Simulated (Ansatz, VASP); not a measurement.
**VSi2 in VASP and in Ansatz**

```xyz
6
Lattice="0.0000 3.9639 4.1789 2.2537 0.0000 4.1789 2.2537 3.9639 0.0000" Properties=species:S:1:pos:R:3 pbc="T T T"
V     3.3806    5.9458    6.2683
V     2.2537    3.9639    4.1789
Si    1.1269    0.7020    2.0894
Si    1.1269    3.2618    2.0894
Si    2.2537    1.2799    4.1789
Si    2.2537    6.6479    4.1789
```

Alike in both runs: functional PBEsol; k mesh 10 × 10 × 10; occupations gaussian, width 0.1 eV; no spin polarisation.

Ansatz relaxed the structure, and its values are those at the end. VASP's run is a single point on that final structure, the one shown.

|  | VASP | Ansatz |
| --- | --- | --- |
| version | VASP 6.6.1 | Ansatz 0.2.0 |
| potentials or method | VASP PAW PBE potentials, release 64 (V_sv, Si), cutoff 520 eV | scalar-relativistic, plane waves, PAW |
| valence electrons in the cell | 42 | 42 |

```tsv
	VASP	Ansatz	Ansatz less VASP
gap on the k mesh at the Fermi level (eV)	none	none	-
pressure (GPa)	0.3	0.0	-0.25
```

VASP's potentials were made for PBE, not for PBEsol. A gap of «none» marks a metal or a gap that the smearing closes. The functional is the same, so the differences come from potentials, cutoffs and numerics.
